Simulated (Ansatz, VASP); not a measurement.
**One calculation of BaTiO3, two programs**

File INCAR:

```
PREC     = Accurate       # precision mode
ENCUT    = 520            # plane-wave cutoff, eV
EDIFF    = 1E-8           # SCF threshold, eV
ISMEAR   = -1             # smearing method
SIGMA    = 0.05           # smearing width, eV
LREAL    = F              # projectors in reciprocal space
LASPH    = T              # aspherical terms in the spheres
NELM     = 60             # most SCF steps
ALGO     = Normal         # electronic algorithm
ISIF     = 2              # what is computed and relaxed
LWAVE    = F              # write WAVECAR
LCHARG   = F              # write CHGCAR
GGA      = PE             # functional
LEFG     = T            
NBANDS   = 28             # bands
```

Contents of KPOINTS:

```
Automatic mesh
0
Gamma
  8 8 8
```

POSCAR

```
BaTiO3
1.0
    3.9841000000      0.0000000000      0.0000000000
    0.0000000000      2.8370500000      2.9311740000
    0.0000000000     -2.8370500000      2.9311740000
Ba Ti O
1 1 3
Direct
    0.0000000000      0.0000000000      0.0000000000
    0.5000000000      0.5079000000      0.5079000000
    0.0000000000      0.4921000000      0.4921000000
    0.5000000000      0.5025100000      0.9937100000
    0.5000000000      0.9937100000      0.5025100000
```

Input for Ansatz:

```yaml
crystal:
  lattice:
    - [3.9841, 0.0, 0.0]
    - [0.0, 2.83705, 2.931174]
    - [0.0, -2.83705, 2.931174]
  atoms:
    - { symbol: Ba, position: [0.0, 0.0, 0.0] }
    - { symbol: Ti, position: [0.5, 0.5079, 0.5079] }
    - { symbol: O, position: [0.0, 0.4921, 0.4921] }
    - { symbol: O, position: [0.5, 0.50251, 0.99371] }
    - { symbol: O, position: [0.5, 0.99371, 0.50251] }
kpoints:
  mp_grid: { grid: [8, 8, 8] }
scf:
  occupations: { method: fermi_dirac, width: 0.05 }
hamiltonian:
  xc: pbe
  pseudopotentials: { kind: all_electron, datasets: crystal }
output:
  forces: true
  stress: true
  eigenvalues: true
  efg: { contact_densities: true }
```

Change from the starting cell: zz strain of +3 %, crystal datasets.

Alike in both runs: task electric field gradients; functional PBE; k mesh 8 × 8 × 8; occupations fermi-dirac, width 0.05 eV; no spin polarisation.

|  | VASP | Ansatz |
| --- | --- | --- |
| version | VASP 6.6.1 | Ansatz 0.2.0 |
| potentials or method | VASP PAW PBE potentials, release 64 (Ba_sv, Ti_sv, O), cutoff 520 eV | all-electron PAW with datasets made for the crystal, scalar-relativistic |

|  | VASP | Ansatz | Ansatz less VASP |
| --- | --- | --- | --- |
| pressure (GPa) | -1.1 | -2.7 | -1.58 |
| traceless stress, the component that is largest in VASP (GPa) | -4.91 | -4.78 | +0.126 |
| rms of the force components (eV/Å) | 0.138 | 0.144 | +0.0056 |
| size of Vzz on the site where it differs most (V/Å²) | 17.2 | 16.1 | -1.14 |

Atom by atom the forces differ by 0.007 eV/Å (rms over components). Ansatz ran all-electron here, and VASP with PAW potentials.

Neither program's run includes spin-orbit coupling.
